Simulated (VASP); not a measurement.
# Ga (P2_1/m) in VASP: notebook

The runs below take Ga through single point, with r2SCAN, PBEsol-based global hybrid.

Program: VASP 6.6.1. These are calculated values, not measurements. Logs are shortened: lines on timing, memory, paths and dates and some standing lists are left out, and cuts for length are marked.

## (1) The cell of the first run

The structure is monoclinic, space group P2_1/m (No. 11). The conventional cell has a = 2.797 Å, b = 3.303 Å, c = 4.238 Å, α = 90.00°, β = 108.61°, γ = 90.00°. Within 3.6 Å of Ga (site symmetry m) lie 10 Ga at 2.73 to 3.30 Å.

## (2) Single point, r2SCAN

Input file POSCAR:

```
Ga
1.0
    2.7968227674      0.0000000000      0.0000000000
    0.0000000000      3.3033419319      0.0000000000
   -1.3523282526      0.0000000000      4.0166995966
Ga
2
Direct
    0.1345962700      0.7500000000      0.7701668300
    0.8654037300      0.2500000000      0.2298331700
```

Input file INCAR.step1:

```
SYSTEM = Ga
PREC = Accurate ; ENCUT = 520
ISMEAR = -1 ; SIGMA = 0.05
LREAL = .FALSE. ; LASPH = .TRUE.
NELM = 100 ; NBANDS = 20
GGA = PE ; ALGO = Normal
EDIFF = 1E-4 ; LWAVE = .TRUE.
LCHARG = .FALSE.
```

Input file INCAR.step2:

```
SYSTEM = Ga
PREC = Accurate ; ENCUT = 520
EDIFF = 1E-6 ; ISMEAR = -1
SIGMA = 0.05 ; LREAL = .FALSE.
LASPH = .TRUE. ; NELM = 100
ALGO = Normal ; ISIF = 2
LWAVE = .FALSE. ; LCHARG = .TRUE.
METAGGA = R2SCAN ; LMIXTAU = .TRUE.
LELF = .TRUE. ; LVHAR = .TRUE.
NBANDS = 20 ; ISTART = 1
```

Input file KPOINTS:

```
regular mesh
0
G
  10 8 7
  0 0 0
```

Potentials or basis: VASP PAW PBE potentials, release 64 (Ga_d).

The run is started by

```console
$ cat potpaw_PBE.64/Ga_d/POTCAR > POTCAR
$ cp INCAR.step1 INCAR
$ mpirun -np 1 vasp_std > vasp.out
$ cp INCAR.step2 INCAR
$ mpirun -np 1 vasp_std > vasp.out
```

OUTCAR:

```text
SYSTEM = Ga
   PREC = Accurate
   ENCUT = 520
   EDIFF = 1E-6
   ISMEAR = -1
   LREAL = .FALSE.
   LASPH = .TRUE.
   NELM = 100
   ISIF = 2
   METAGGA = R2SCAN
   ISTART = 1

 ion  position               nearest neighbor table
   1  0.135  0.750  0.770-   2 2.73   2 2.73   2 2.83   2 2.83   2 2.86   2 2.86
   2  0.865  0.250  0.230-   1 2.73   1 2.73   1 2.83   1 2.83   1 2.86   1 2.86

  LATTYP: Found a simple monoclinic cell.
 ALAT       =     2.7968227674
 B/A-ratio  =     1.1811052064
 C/A-ratio  =     1.5153762184
 COS(beta)  =    -0.3190778872

  Lattice vectors:

 A1 = (   2.7968227674,   0.0000000000,   0.0000000000)
 A2 = (   0.0000000000,   3.3033419319,   0.0000000000)
 A3 = (  -1.3523282526,   0.0000000000,   4.0166995966)

Analysis of symmetry for initial positions (statically):
=====================================================================
 Subroutine PRICEL returns:
 Original cell was already a primitive cell.

 Routine SETGRP: Setting up the symmetry group for a
 simple monoclinic supercell.

 Subroutine GETGRP returns: Found  4 space group operations
 (whereof  2 operations were pure point group operations)
 out of a pool of  4 trial point group operations.

The static configuration has the point symmetry S_2 .
 The point group associated with its full space group is C_2h.

Analysis of symmetry for dynamics (positions and initial velocities):
=====================================================================
 Subroutine PRICEL returns:
 Original cell was already a primitive cell.

 Routine SETGRP: Setting up the symmetry group for a
 simple monoclinic supercell.

 Subroutine GETGRP returns: Found  4 space group operations
 (whereof  2 operations were pure point group operations)
 out of a pool of  4 trial point group operations.

The dynamic configuration has the point symmetry S_2 .
 The point group associated with its full space group is C_2h.

 Subroutine INISYM returns: Found  4 space group operations
 (whereof  2 operations are pure point group operations),
 and found     1 'primitive' translations

----------------------------------------------------------------------------------------

                                     Primitive cell

  volume of cell :      37.1097

[... 81 lines left out ...]
   ICHARG =      0    charge: 1-file 2-atom 10-const
   ISPIN  =      1    spin polarized calculation?
   LNONCOLLINEAR =      F non collinear calculations
   LSORBIT =      F    spin-orbit coupling
   LASPH  =      T    aspherical Exc in radial PAW
   ENCUT  =  520.0 eV  38.22 Ry    6.18 a.u.   5.20  6.14  7.88*2*pi/ulx,y,z
   NELM   =    100;   NELMIN=  2; NELMDL=  0     # of ELM steps
   EDIFF  = 0.1E-05   stopping-criterion for ELM
   LREAL  =      F    real-space projection
   EDIFFG = 0.1E-04   stopping-criterion for IOM
   NSW    =      0    number of steps for IOM
   IBRION =     -1    ionic relax: 0-MD 1-quasi-New 2-CG
   NFREE  =      0    steps in history (QN), initial steepest desc. (CG)
   ISIF   =      2    stress and relaxation
   ISYM   =      2    0-nonsym 1-usesym 2-fastsym
   POTIM  = 0.5000    time-step for ionic-motion
   TEBEG  =    0.0;   TEEND  =   0.0 temperature during run
   PSTRESS=    0.0 pullay stress
   NELECT =      26.0000    total number of electrons
   NUPDOWN=      -1.0000    fix difference up-down
   EMIN   =  10.00;   EMAX   =-10.00  energy-range for DOS
   EFERMI =   0.00;   METHOD = LEGACY
   ISMEAR =    -1;   SIGMA  =   0.05  broadening in eV -4-tet -1-fermi 0-gaus
   EFERMI_NEDOS =   21; number of points for ismear=-14 and -15
   IALGO  =     38    algorithm
   IMIX   =      4    mixing-type and parameters
     AMIX     =   0.40;   BMIX     =  1.00
     AMIX_MAG =   1.60;   BMIX_MAG =  1.00
  volume/ion in A,a.u.               =      18.55       125.21
  Fermi-wavevector in a.u.,A,eV,Ry     =   1.454019  2.747697 28.765036  2.114170
  Thomas-Fermi vector in A             =   2.571218
   LORBIT       =      0    0 simple, 1 ext, 2 COOP (PROOUT), +10 PAW based schemes
   METAGGA = R2SCAN    functional components
   LHFCALC =     F    Hartree Fock is set to
   AEXX    =    0.0000 exact exchange contribution
   IVDW    =     0    specifies the selected vdW correction
   LEPSILON=     F    determine dielectric tensor
   LRPA    =     F    only Hartree local field effects (RPA)
 non-spin polarized calculation
  energy-cutoff  :      520.00
  volume of cell :       37.11
 maximum number of plane-waves:      1014
 NGX is ok and might be reduce to    24
   NGX = 11   NGY = 13   NGZ = 15

 number of electron      26.0000007 magnetization

 Free energy of the ion-electron system (eV)
  ---------------------------------------------------
  ext. energy  EPLUGINS =         0.00000000
  ---------------------------------------------------
  free energy    TOTEN  =       -22.73277096 eV

  energy without entropy =      -22.72888256  energy(sigma->0) =      -22.73082676

 E-fermi :   5.5440     XC(G=0): -12.1430

 val. band max:        5.4594561914   @ k =  -0.4000   0.2500   0.2857
 cond. band min:       5.5570783494   @ k =   0.2000   0.1250   0.0000
 fundamental gap:      0.0976221579
 Fermi energy:         5.5440129891

 k-point     1 :       0.0000    0.0000    0.0000
  band No.  band energies     occupation
      1     -10.1442      2.00000
      2     -10.1333      2.00000
      3     -10.0726      2.00000
      4     -10.0685      2.00000
      5      -9.8100      2.00000
      6      -9.8074      2.00000
[... 541 lines left out ...]
     19      16.6747      0.00000
     20      17.2406      0.00000

 [... further k-points ...]

------------------------ aborting loop because EDIFF is reached ----------------------------------------

  FORCE on cell =-STRESS in cart. coord.  units (eV):
  Direction    XX          YY          ZZ          XY          YZ          ZX
  --------------------------------------------------------------------------------------
  -------------------------------------------------------------------------------------
  Total       -0.1476162     -0.4444272     -0.2835596      0.0000000      0.0000000     -0.0909430
  in kB       -6.3731899    -19.1877208    -12.2424158      0.0000000      0.0000000     -3.9263771
  external PRESSURE =     -12.6011088 kB  Pullay stress =       0.0000000 kB

 VOLUME and BASIS-vectors are now :
 -----------------------------------------------------------------------------
  energy-cutoff  :      520.00
  volume of cell :       37.11
      direct lattice vectors                 reciprocal lattice vectors
     2.796822767  0.000000000  0.000000000     0.357548577  0.000000000  0.120378194
     0.000000000  3.303341932  0.000000000     0.000000000  0.302723733  0.000000000
    -1.352328253  0.000000000  4.016699597     0.000000000  0.000000000  0.248960615

 POSITION                                       TOTAL-FORCE (eV/Angst)
 -----------------------------------------------------------------------------------
     -0.66508      2.47751      3.09353        -0.008124      0.000000     -0.044416
      2.10957      0.82584      0.92317         0.008124      0.000000      0.044416
 -----------------------------------------------------------------------------------
    total drift:                               -0.000000     -0.000000      0.000000

  FREE ENERGIE OF THE ION-ELECTRON SYSTEM (eV)
  ---------------------------------------------------
  free  energy   TOTEN  =       -22.7327709649 eV

  energy  without entropy=      -22.7288825611  energy(sigma->0) =      -22.73082676
```

OUTCAR.step1:

```text
SYSTEM = Ga
   PREC = Accurate
   ENCUT = 520
   ISMEAR = -1
   LREAL = .FALSE.
   LASPH = .TRUE.
[... 778 lines left out ...]
     -0.66508      2.47751      3.09353        -0.007427      0.000000     -0.076681
      2.10957      0.82584      0.92317         0.007427      0.000000      0.076681
 -----------------------------------------------------------------------------------
    total drift:                               -0.000000     -0.000000      0.000000

  FREE ENERGIE OF THE ION-ELECTRON SYSTEM (eV)
  ---------------------------------------------------
  free  energy   TOTEN  =        -5.7870896143 eV

  energy  without entropy=       -5.7831246553  energy(sigma->0) =       -5.78510713
```

OSZICAR.step1:

```text
N       E                     dE             d eps       ncg     rms          rms(c)
DAV:   1     0.131448066444E+03    0.13145E+03   -0.13248E+04  7628   0.247E+03
DAV:   2     0.549107142927E+01   -0.12596E+03   -0.12290E+03  7400   0.385E+02
DAV:   3    -0.566963655574E+01   -0.11161E+02   -0.11102E+02  8124   0.938E+01
DAV:   4    -0.583610050626E+01   -0.16646E+00   -0.16637E+00  8212   0.127E+01
DAV:   5    -0.583890451586E+01   -0.28040E-02   -0.28039E-02  8264   0.161E+00    0.140E+00
DAV:   6    -0.579604091802E+01    0.42864E-01   -0.86383E-02  9656   0.490E+00    0.727E-01
DAV:   7    -0.578796237698E+01    0.80785E-02   -0.17309E-02 10300   0.183E+00    0.200E-01
DAV:   8    -0.578707139959E+01    0.89098E-03   -0.21581E-03  7752   0.654E-01    0.189E-02
DAV:   9    -0.578708961434E+01   -0.18215E-04   -0.83942E-05  5816   0.989E-02
   1 F= -.57870896E+01 E0= -.57851071E+01  d E =-.396496E-02
```

It took 2.3 min on 1 thread of Intel Xeon 6975P-C (Granite Rapids), shared host; peak memory 0.23 GiB.

What came out:

```
Free energy            : -22.7328 eV
Pressure               : -1.3 GPa
Largest force          : 0.045 eV/Å
Band gap on the k mesh : zero (band 13 reaches 9.86 eV, above the bottom of band 14 at 1.31 eV)
```

Forces on the atoms (eV/Å):
```
Ga  -0.008  0.000 -0.044
Ga   0.008  0.000  0.044
```

Caveat: the PAW data sets were made with another functional, which shifts forces and pressure a little.

## (3) Single point, PBEsol-based global hybrid

This run uses another cell than the first one, of 17.91 Å³/atom, 0.965 times its volume.

Input file POSCAR:

```
Ga
1.0
    2.7743890613      0.0000000000     -0.0037967666
    0.0000000000      3.3397571139      0.0000000000
   -1.3469338229      0.0000000000      3.8682659126
Ga
2
Direct
    0.1450993522      0.7500000000      0.7711250686
    0.8549006478      0.2500000000      0.2288749314
```

Input file INCAR.step1:

```
ALGO = Normal
EDIFF = 1E-5
ENCUT = 520
GGA = PE
ISIF = 2
ISMEAR = -1
LASPH = T
LREAL = F
LWAVE = T
NBANDS = 20
NELM = 100
PREC = Accurate
SIGMA = 0.05
```

Input file INCAR.step2:

```
AEXX = 0.25
ALGO = Normal
EDIFF = 1E-6
ENCUT = 520
GGA = PS
ISIF = 2
ISMEAR = -1
ISTART = 1
LASPH = T
LCHARG = T
LELF = T
LHFCALC = T
LREAL = F
LVHAR = T
LWAVE = F
NBANDS = 20
NELM = 100
PREC = Accurate
PRECFOCK = Normal
SIGMA = 0.05
```

Input file KPOINTS:

```
k-points
0
Gamma
  5 4 4
```

Potentials or basis: VASP PAW PBE potentials, release 64 (Ga_d).

The run is started by

```console
$ cat potpaw_PBE.64/Ga_d/POTCAR > POTCAR
$ cp INCAR.step1 INCAR
$ mpirun -np 1 vasp_std > vasp.out
$ cp INCAR.step2 INCAR
$ mpirun -np 1 vasp_std > vasp.out
```

Run time: 78 min. Hardware: 1 thread of AMD EPYC 7R13 (Zen 3), shared host; peak memory 0.15 GiB.

It converged, with:

```
Free energy            : -7.9720 eV
Pressure               : 0.0 GPa
Largest force          : 0.004 eV/Å
Band gap on the k mesh : zero (band 13 reaches 10.25 eV, above the bottom of band 14 at 0.32 eV)
```

Forces in eV/Å, atoms in the order of the input:
```
Ga   0.000  0.000 -0.004
Ga   0.000  0.000  0.004
```

Stress tensor (GPa, compression positive):
```
 0.01  0.00  0.00
 0.00  0.00  0.00
 0.00  0.00 -0.09
```

Levels at points of the mesh, in eV from the Fermi level:
| k point | band 9 | band 10 | band 11 | band 12 | band 13 | band 14 | band 15 | band 16 | band 17 | band 18 |
| --- | --- | --- | --- | --- | --- | --- | --- | --- | --- | --- |
| (0.00, 0.00, 0.00) | -17.97 | -17.83 | -13.38 | -2.35 | -1.11 | 1.89 | 5.92 | 10.62 | 11.88 | 12.26 |
| (0.00, 0.50, 0.00) | -17.91 | -17.91 | -9.52 | -9.51 | 2.60 | 2.62 | 4.03 | 4.05 | 13.06 | 13.07 |
| (0.00, 0.00, 0.50) | -17.94 | -17.91 | -10.96 | -9.97 | 4.48 | 5.66 | 6.82 | 7.23 | 8.37 | 11.98 |
| (0.00, 0.50, 0.50) | -17.99 | -17.99 | -7.25 | -7.24 | -5.46 | -5.46 | 12.03 | 12.04 | 14.40 | 14.40 |

Caveat: the k points lie up to 0.48 Å⁻¹ apart; the PAW data sets were made with another functional, which shifts forces and pressure a little.
